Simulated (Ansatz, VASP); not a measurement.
## One calculation of AlGa3N4, two programs

The input INCAR:

```
  PREC = Accurate
  ENCUT = 520
  EDIFF = 1E-7
  ISMEAR = 0
  SIGMA = 0.05
  LREAL = Auto
  LASPH = T
  NELM = 100
  ALGO = Normal
  ISIF = 2
  LWAVE = F
  LCHARG = T
  GGA = PS
  LELF = T
  LVHAR = T
  NBANDS = 76
  LUSENCCL = F
```

KPOINTS

```
regular mesh
0
Gamma
  8 5 3
```

Contents of POSCAR:

```
AlGa3N4
1.0
    0.0000000000     -3.1649847989      0.0000000000
    0.0035856878      0.0000000000     -5.4784941327
   10.2864952352      0.0000000000     -2.7390040572
Al Ga N
2 6 8
Direct
    0.5000000000     -0.0901834796      0.8456517113
    0.5000000000      0.1598165204      0.3456517113
    0.5000000000      0.6176262442      0.0949083513
    0.5000000000      0.3676262442      0.5949083513
    0.0000000000      0.1210111537      0.0948636924
    0.0000000000     -0.1289888463      0.5948636924
    0.0000000000      0.6611790258      0.3452808907
    0.0000000000      0.4111790258      0.8452808907
    0.5000000000      0.2073103961      0.9051843767
    0.5000000000      0.4573103961      0.4051843767
    0.0000000000     -0.2784625538      0.9041729896
    0.0000000000     -0.0284625538      0.4041729896
    0.0000000000      0.7559978030      0.1555718196
    0.0000000000      0.5059978030      0.6555718196
    0.5000000000      0.2522204079      0.1609661733
    0.5000000000      0.0022204079      0.6609661733
```

Input for Ansatz:

```yaml
crystal:
  lattice:
    - [0.0, -3.1649847989, 0.0]
    - [0.0035856878, 0.0, -5.4784941327]
    - [10.2864952352, 0.0, -2.7390040572]
  atoms:
    - { symbol: Al, position: [0.5, -0.0901834796, 0.8456517113] }
    - { symbol: Al, position: [0.5, 0.1598165204, 0.3456517113] }
    - { symbol: Ga, position: [0.5, 0.6176262442, 0.0949083513] }
    - { symbol: Ga, position: [0.5, 0.3676262442, 0.5949083513] }
    - { symbol: Ga, position: [0.0, 0.1210111537, 0.0948636924] }
    - { symbol: Ga, position: [0.0, -0.1289888463, 0.5948636924] }
    - { symbol: Ga, position: [0.0, 0.6611790258, 0.3452808907] }
    - { symbol: Ga, position: [0.0, 0.4111790258, 0.8452808907] }
    - { symbol: "N", position: [0.5, 0.2073103961, 0.9051843767] }
    - { symbol: "N", position: [0.5, 0.4573103961, 0.4051843767] }
    - { symbol: "N", position: [0.0, -0.2784625538, 0.9041729896] }
    - { symbol: "N", position: [0.0, -0.0284625538, 0.4041729896] }
    - { symbol: "N", position: [0.0, 0.755997803, 0.1555718196] }
    - { symbol: "N", position: [0.0, 0.505997803, 0.6555718196] }
    - { symbol: "N", position: [0.5, 0.2522204079, 0.1609661733] }
    - { symbol: "N", position: [0.5, 0.0022204079, 0.6609661733] }
basis:
  ecutwfc: 420
kpoints:
  mp_grid: { grid: [8, 5, 3] }
hamiltonian:
  xc: pbesol
scf:
  occupations: { method: gaussian, width: 0.05 }
output:
  forces: true
  stress: true
  eigenvalues: true
```

Alike in both runs: task single point; functional PBEsol; k mesh 8 × 5 × 3; occupations gaussian, width 0.05 eV; no spin polarisation.

```csv
,VASP,Ansatz
version,VASP 6.6.1,Ansatz 0.2.0
potentials or method,"VASP PAW PBE potentials, release 64 (Al, Ga_d, N), cutoff 520 eV","scalar-relativistic, plane waves, PAW"
valence electrons in the cell,124,124
```

Ansatz gave:

* gap on the k mesh at the Fermi level (eV): 1.64
* least direct gap on the mesh (eV): 1.65
* pressure (GPa): -1.2
* traceless stress, the component that is largest in VASP (GPa): -5.89
* rms of the force components (eV/Å): 0.272

Q: Estimate VASP's values.

A: gap on the k mesh at the Fermi level (eV): 1.65; least direct gap on the mesh (eV): 1.67; pressure (GPa): -1.4; traceless stress, the component that is largest in VASP (GPa): -5.92; rms of the force components (eV/Å): 0.271.

VASP's potentials were made for PBE, not for PBEsol. Atom by atom the forces differ by 0.009 eV/Å (rms over components).
